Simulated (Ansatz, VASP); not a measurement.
One calculation of Ru, two programs

```
Ru
1.0
     2.71009    0.00000    0.00000
    -1.35505    2.34701    0.00000
     0.00000    0.00000    8.70073
Ru
4
Cartesian
  1.3550 2.3470 0.0000
  1.3550 2.3470 4.3504
  0.0000 1.5647 2.1752
  1.3550 0.7823 6.5255
```

Alike in both runs: task single point; functional PBE; k mesh 15 × 15 × 4; occupations fermi-dirac, width 0.1 eV; no spin polarisation.

```csv
,VASP,Ansatz
version,VASP 6.6.1,Ansatz 0.2.0
potentials or method,"VASP PAW PBE potentials, release 64 (Ru_pv), cutoff 520 eV","plane waves (420 eV) with PAW, scalar-relativistic"
valence electrons in the cell,56,64
```

Ansatz gave:

```
pressure (GPa)                                                : -0.2
traceless stress, the component that is largest in VASP (GPa) : 0.78
```

What did VASP give for the same quantities?

Pressure (GPa): -0.3; traceless stress, the component that is largest in VASP (GPa): 0.78.

With one functional, cell and mesh, what is left measures potentials, basis and numerics. VASP's potentials hold 56 valence electrons a cell and Ansatz's 64, so a difference there can come from the potentials and not from the codes.
